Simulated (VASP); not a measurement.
# MgO (Fm-3m) in VASP: further runs

The runs below take MgO through single point, relaxation of cell and atoms, with PBE.

Program: VASP 6.6.1. These are calculated values, not measurements. Logs are shortened: lines on timing, memory, paths and dates and some standing lists are left out, and cuts for length are marked.

## 1. The cell of the first run

Symmetry: Fm-3m, No. 225, cubic system. Conventional cell: a = 4.156 Å, b = 4.156 Å, c = 4.156 Å, α = 90.00°, β = 90.00°, γ = 90.00°. Mg (site symmetry m-3m) has 6 O at 2.08 Å within 2.8 Å. Within 2.8 Å of O (site symmetry m-3m) lie 6 Mg at 2.08 Å.

## 2. Single point, PBE

INCAR

```
PREC = Accurate
ENCUT = 600
EDIFF = 1E-6
ISMEAR = 0
SIGMA = 0.02
LREAL = False
LASPH = True
NELM = 120
ALGO = Normal
ISIF = 2
LWAVE = False
LCHARG = False
GGA = PE
NBANDS = 11
GGA_COMPAT = False
```

KPOINTS

```
regular mesh
0
Gamma
  10 10 10
```

POSCAR

```
MgO
1.0
    0.0000000000      2.0780128859      2.0780128859
    2.0780128859      0.0000000000      2.0780128859
    2.0780128859      2.0780128859      0.0000000000
Mg O
1 1
Direct
    0.0000000000      0.0000000000      0.0000000000
    0.5000000000      0.5000000000      0.5000000000
```

Potentials or basis: VASP PAW PBE potentials, release 64 (Mg, O).

Started as:

```sh
$ cat potpaw_PBE.64/Mg/POTCAR potpaw_PBE.64/O/POTCAR > POTCAR
$ mpirun -np 1 vasp_std > vasp.out
```

OUTCAR:

```text
PREC = Accurate
   ENCUT = 600
   EDIFF = 1E-6
   ISMEAR = 0
   LREAL = False
   LASPH = True
   NELM = 120
   ISIF = 2
   GGA = PE

 ion  position               nearest neighbor table
   1  0.000  0.000  0.000-   2 2.08   2 2.08   2 2.08   2 2.08   2 2.08   2 2.08
   2  0.500  0.500  0.500-   1 2.08   1 2.08   1 2.08   1 2.08   1 2.08   1 2.08

  LATTYP: Found a face centered cubic cell.
 ALAT       =     4.1560257718

  Lattice vectors:

 A1 = (   0.0000000000,   2.0780128859,   2.0780128859)
 A2 = (   2.0780128859,   0.0000000000,   2.0780128859)
 A3 = (   2.0780128859,   2.0780128859,   0.0000000000)

Analysis of symmetry for initial positions (statically):
=====================================================================
 Subroutine PRICEL returns:
 Original cell was already a primitive cell.

 Routine SETGRP: Setting up the symmetry group for a
 face centered cubic supercell.

 Subroutine GETGRP returns: Found 48 space group operations
 (whereof 48 operations were pure point group operations)
 out of a pool of 48 trial point group operations.

The static configuration has the point symmetry O_h .

Analysis of symmetry for dynamics (positions and initial velocities):
=====================================================================
 Subroutine PRICEL returns:
 Original cell was already a primitive cell.

 Routine SETGRP: Setting up the symmetry group for a
 face centered cubic supercell.

 Subroutine GETGRP returns: Found 48 space group operations
 (whereof 48 operations were pure point group operations)
 out of a pool of 48 trial point group operations.

The dynamic configuration has the point symmetry O_h .

 Subroutine INISYM returns: Found 48 space group operations
 (whereof 48 operations are pure point group operations),
 and found     1 'primitive' translations

----------------------------------------------------------------------------------------

                                     Primitive cell

  volume of cell :      17.9463

  direct lattice vectors                    reciprocal lattice vectors
     0.000000000  2.078012886  2.078012886    -0.240614485  0.240614485  0.240614485
     2.078012886  0.000000000  2.078012886     0.240614485 -0.240614485  0.240614485
     2.078012886  2.078012886  0.000000000     0.240614485  0.240614485 -0.240614485

  length of vectors
     2.938754006  2.938754006  2.938754006     0.416756513  0.416756513  0.416756513

  position of ions in fractional coordinates (direct lattice)
     0.000000000  0.000000000  0.000000000
     0.500000000  0.500000000  0.500000000

  ion indices of the primitive-cell ions
   primitive index   ion index
                 1           1
                 2           2

[... 84 lines left out ...]
   EMIN   =  10.00;   EMAX   =-10.00  energy-range for DOS
   EFERMI =   0.00;   METHOD = LEGACY
   ISMEAR =     0;   SIGMA  =   0.02  broadening in eV -4-tet -1-fermi 0-gaus
   EFERMI_NEDOS =   21; number of points for ismear=-14 and -15
   IALGO  =     38    algorithm
   IMIX   =      4    mixing-type and parameters
     AMIX     =   0.40;   BMIX     =  1.00
     AMIX_MAG =   1.60;   BMIX_MAG =  1.00
  volume/ion in A,a.u.               =       8.97        60.55
  Fermi-wavevector in a.u.,A,eV,Ry     =   1.250585  2.363263 21.279011  1.563963
  Thomas-Fermi vector in A             =   2.384572
   LORBIT       =      0    0 simple, 1 ext, 2 COOP (PROOUT), +10 PAW based schemes
   GGA     = PE    functional components
   LHFCALC =     F    Hartree Fock is set to
   AEXX    =    0.0000 exact exchange contribution
   IVDW    =     0    specifies the selected vdW correction
   LEPSILON=     F    determine dielectric tensor
   LRPA    =     F    only Hartree local field effects (RPA)
 non-spin polarized calculation
 Gauss-broadening in eV      SIGMA  =   0.02
  energy-cutoff  :      600.00
  volume of cell :       17.95
 maximum number of plane-waves:       612
   NGX = 11   NGY = 11   NGZ = 11

 number of electron       8.0000000 magnetization

 Free energy of the ion-electron system (eV)
  ---------------------------------------------------
  ext. energy  EPLUGINS =         0.00000000
  ---------------------------------------------------
  free energy    TOTEN  =       -11.87374928 eV

  energy without entropy =      -11.87374928  energy(sigma->0) =      -11.87374928

 E-fermi :   3.5747     XC(G=0): -11.2702

 val. band max:        3.4929736306   @ k =   0.0000   0.0000   0.0000
 cond. band min:       8.6222026896   @ k =   0.0000   0.0000   0.0000
 fundamental gap:      5.1292290590
 Fermi energy:         3.5747323675

 k-point     1 :       0.0000    0.0000    0.0000
  band No.  band energies     occupation
      1     -13.9805      2.00000
      2       3.4930      2.00000
      3       3.4930      2.00000
      4       3.4930      2.00000
      5       8.6222      0.00000
      6      19.5228      0.00000
      7      19.5228      0.00000
      8      19.5228      0.00000
      9      23.5457      0.00000
     10      25.3686      0.00000
     11      25.3686      0.00000
[... 309 lines left out ...]
 k-point    24 :       0.4000    0.3000    0.0000
  band No.  band energies     occupation
      1     -12.6493      2.00000
      2      -0.2146      2.00000
      3       2.1316      2.00000
      4       2.3604      2.00000
      5      13.4188      0.00000
      6      13.8561      0.00000
      7      17.5323      0.00000
      8      22.2084      0.00000
      9      22.4223      0.00000
     10      28.8818      0.00000
     11      31.2923      0.00000

 [... further k-points ...]

------------------------ aborting loop because EDIFF is reached ----------------------------------------

  FORCE on cell =-STRESS in cart. coord.  units (eV):
  Direction    XX          YY          ZZ          XY          YZ          ZX
  --------------------------------------------------------------------------------------
  -------------------------------------------------------------------------------------
  Total        1.2344718      1.2344718      1.2344718     -0.0000000      0.0000000      0.0000000
  in kB      110.2090016    110.2090016    110.2090016     -0.0000000      0.0000000      0.0000000
  external PRESSURE =     110.2090016 kB  Pullay stress =       0.0000000 kB

 VOLUME and BASIS-vectors are now :
 -----------------------------------------------------------------------------
  energy-cutoff  :      600.00
  volume of cell :       17.95
      direct lattice vectors                 reciprocal lattice vectors
     0.000000000  2.078012886  2.078012886    -0.240614485  0.240614485  0.240614485
     2.078012886  0.000000000  2.078012886     0.240614485 -0.240614485  0.240614485
     2.078012886  2.078012886  0.000000000     0.240614485  0.240614485 -0.240614485

 POSITION                                       TOTAL-FORCE (eV/Angst)
 -----------------------------------------------------------------------------------
      0.00000      0.00000      0.00000         0.000000     -0.000000     -0.000000
      2.07801      2.07801      2.07801        -0.000000      0.000000      0.000000
 -----------------------------------------------------------------------------------
    total drift:                               -0.000000     -0.000000      0.000000

  FREE ENERGIE OF THE ION-ELECTRON SYSTEM (eV)
  ---------------------------------------------------
  free  energy   TOTEN  =       -11.8737492795 eV

  energy  without entropy=      -11.8737492795  energy(sigma->0) =      -11.87374928
```

stdout:

```text
POSCAR found type information on POSCAR MgO
 POSCAR found :  2 types and       2 ions
 scaLAPACK will be used
 LDA part: xc-table for (Slater+PW92), standard interpolation
 POSCAR, INCAR and KPOINTS ok, starting setup
 FFT: planning ... GRIDC
 FFT: planning ... GRID_SOFT
 FFT: planning ... GRID
 WAVECAR not read
 entering main loop
```

It took 12 s on 1 thread of Intel Xeon 8259CL, shared host; peak memory 0.15 GiB.

What came out:

| Item | Value |
| --- | --- |
| Free energy | -11.8737 eV |
| Pressure | 11.0 GPa |
| Band gap on the k mesh | 5.13 eV |

Levels at points of the mesh, in eV from the valence-band top:
```csv
k point,band 1,band 2,band 3,band 4,band 5,band 6,band 7,band 8,band 9
"(0.00, 0.00, 0.00)",-17.47,0.00,0.00,0.00,5.13,16.03,16.03,16.03,20.05
"(0.50, 0.00, 0.00)",-16.09,-4.80,-0.70,-0.70,8.16,13.07,16.73,16.73,21.51
"(0.50, 0.50, 0.00)",-15.81,-4.25,-1.40,-1.40,9.17,10.42,13.53,19.60,19.60
```

Caveat: the cell stands under pressure. PBE gaps usually lie below the measured ones, often by a third to a half.

## 3. Relaxation of cell and atoms, PBE, target pressure 12 GPa, at which the enthalpy is minimised

This run uses another cell than the first one, of 9.37 Å³/atom.

INCAR

```
SYSTEM = MgO
PREC     = Accurate       ! precision mode
ENCUT    = 600            ! plane-wave cutoff, eV
EDIFF    = 1E-7           ! SCF threshold, eV
ISMEAR   = 0              ! smearing method
SIGMA    = 0.1            ! smearing width, eV
LREAL    = .FALSE.        ! projectors in reciprocal space
LASPH    = .TRUE.         ! aspherical terms in the spheres
NELM     = 120            ! most SCF steps
ALGO     = Normal         ! electronic algorithm
ISIF     = 3              ! what is computed and relaxed
LWAVE    = .FALSE.        ! write WAVECAR
LCHARG   = .FALSE.        ! write CHGCAR
GGA      = PE             ! functional
IBRION   = 2              ! ionic algorithm
NSW      = 80             ! ionic steps
EDIFFG   = -0.05          ! ionic threshold
PSTRESS  = 120.0        
GGA_COMPAT= .FALSE.      
NELMIN   = 4
```

KPOINTS

```
Automatic mesh
0
G
  8 8 8
  0 0 0
```

POSCAR

```
MgO
1.0
    0.0000000000      2.1085000000      2.1085000000
    2.1085000000      0.0000000000      2.1085000000
    2.1085000000      2.1085000000      0.0000000000
Mg O
1 1
Direct
    0.0000000000      0.0000000000      0.0000000000
    0.5000000000      0.5000000000      0.5000000000
```

Potentials or basis: VASP PAW PBE potentials, release 64 (Mg, O).

Started as:

```sh
$ cat potpaw_PBE.64/Mg/POTCAR potpaw_PBE.64/O/POTCAR > POTCAR
$ mpirun -np 1 vasp_std > vasp.out
```

It took 18 s on 1 thread of Intel Xeon 8259CL, shared host; peak memory 0.15 GiB.

Results (log left out):

```yaml
Free_energy: -11.8695 eV
Relaxed_volume: 8.93 Å³/atom
Relaxed_cell: a = 2.934 Å, b = 2.934 Å, c = 2.934 Å, α = 60.00°, β = 60.00°, γ = 60.00°
Space_group_after_relaxing_to_0.1_Å: Fm-3m (No. 225)
Energy_change_on_relaxing_the_run_minimises_the_enthalpy: +20.5 meV/atom
Ionic_steps: 3
Pressure_after_relaxing: 12.0 GPa
Band_gap_on_the_k_mesh: 5.18 eV
```

The path:
```tsv
step	energy change (eV)	largest force (eV/Å)	pressure (GPa)	volume (Å³)
1	0.0000	0.0000	3.12	18.75
2	0.0857	0.0000	17.78	17.37
3	0.0411	0.0000	11.99	17.85
```

Final structure:
```
Mg O
1.0
     0.00000    2.07448    2.07448
     2.07448    0.00000    2.07448
     2.07448    2.07448    0.00000
Mg O
1 1
Direct
  0.00000 0.00000 0.00000
  0.50000 0.50000 0.50000
```

Levels at points of the mesh, in eV from the valence-band top:
```tsv
k point	band 1	band 2	band 3	band 4	band 5	band 6	band 7	band 8
(0.00, 0.00, 0.00)	-17.50	0.00	0.00	0.00	5.18	16.06	16.06	16.06
(0.50, 0.00, 0.00)	-16.10	-4.82	-0.71	-0.71	8.19	13.13	16.79	16.79
(0.50, 0.50, 0.00)	-15.83	-4.27	-1.41	-1.41	9.17	10.48	13.59	19.68
```

Caveat: the cell is relaxed towards a set pressure, so the run minimises the enthalpy, not the energy.

## 4. Relaxation of cell and atoms, PBE, target pressure 12 GPa, at which the enthalpy is minimised

INCAR

```
SYSTEM = MgO
PREC = Accurate
ENCUT = 600
EDIFF = 1E-7
ISMEAR = 0
SIGMA = 0.01
LREAL = .False.
LASPH = .True.
NELM = 120
ALGO = Normal
ISIF = 3
LWAVE = .False.
LCHARG = .False.
GGA = PE
IBRION = 2
NSW = 80
EDIFFG = -0.002
PSTRESS = 120.0
GGA_COMPAT = .False.
NELMIN = 4
```

KPOINTS

```
Automatic mesh
0
Gamma
  10 10 10
  0 0 0
```

POSCAR

```
MgO
1.0
    0.0000000000      2.0781561797      2.0781561797
    2.0781561797      0.0000000000      2.0781561797
    2.0781561797      2.0781561797      0.0000000000
Mg O
1 1
Direct
    0.0000000000      0.0000000000      0.0000000000
    0.5000000000      0.5000000000      0.5000000000
```

Started as:

```sh
$ cat potpaw_PBE.64/Mg/POTCAR potpaw_PBE.64/O/POTCAR > POTCAR
$ mpirun -np 1 vasp_std > vasp.out
```

It took 24 s on 1 thread of Intel Xeon 8259CL, shared host; peak memory 0.15 GiB.

Results (log left out):

```
Free energy                                                : -11.8675 eV
Relaxed volume                                             : 8.93 Å³/atom
Relaxed cell                                               : a = 2.934 Å, b = 2.934 Å, c = 2.934 Å, α = 60.00°, β = 60.00°, γ = 60.00°
Space group after relaxing (to 0.1 Å)                      : Fm-3m (No. 225)
Energy change on relaxing (the run minimises the enthalpy) : +3.3 meV/atom
Ionic steps                                                : 3
Pressure after relaxing                                    : 12.0 GPa
Band gap on the k mesh                                     : 5.18 eV
```

Step by step:
```
step  energy change (eV)  largest force (eV/Å)  pressure (GPa)  volume (Å³)
   1              0.0000                0.0000           10.96        17.95
   2              0.0111                0.0000           12.67        17.80
   3              0.0065                0.0000           12.00        17.86
```

Final structure:
```yaml
crystal:
  lattice:
    - [0.00000, 2.07463, 2.07463]
    - [2.07463, 0.00000, 2.07463]
    - [2.07463, 2.07463, 0.00000]
  atoms:
    - { symbol: Mg, position: [0.00000, 0.00000, 0.00000] }
    - { symbol: O, position: [0.50000, 0.50000, 0.50000] }
```

Levels at points of the mesh, in eV from the valence-band top:
```csv
k point,band 1,band 2,band 3,band 4,band 5,band 6,band 7,band 8
"(0.00, 0.00, 0.00)",-17.50,0.00,0.00,0.00,5.18,16.06,16.06,16.06
"(0.50, 0.00, 0.00)",-16.10,-4.82,-0.71,-0.71,8.19,13.13,16.78,16.78
"(0.50, 0.50, 0.00)",-15.83,-4.27,-1.41,-1.41,9.17,10.47,13.59,19.67
```

Caveat: the cell is relaxed towards a set pressure, so the run minimises the enthalpy, not the energy.

## 5. The runs side by side

| task | cell | k mesh | smearing | gap on the mesh (eV) | pressure (GPa) |
| --- | --- | --- | --- | --- | --- |
| single point | a = 2.939 Å, angles 60.0°, 2 atoms | 10 × 10 × 10 | gaussian 0.02 eV | 5.13 | 11.0 |
| relaxation of cell and atoms | relaxed to 12 GPa from a = 2.982 Å, angles 60.0°, 2 atoms | 8 × 8 × 8 | gaussian 0.1 eV | 5.18 | 12.0 |
| relaxation of cell and atoms | relaxed to 12 GPa from a = 2.939 Å, angles 60.0°, 2 atoms | 10 × 10 × 10 | gaussian 0.01 eV | 5.18 | 12.0 |

Alike in all rows: level PBE; potentials or basis VASP PAW PBE potentials, release 64 (Mg, O); no spin polarisation; cutoff (eV) 600.

Caveats: the cell is relaxed towards a set pressure, so the run minimises the enthalpy, not the energy (at least some runs); the cell stands under pressure (at least some runs).

Total energies depend on the potentials used, so only differences within one code and one set of settings carry meaning.
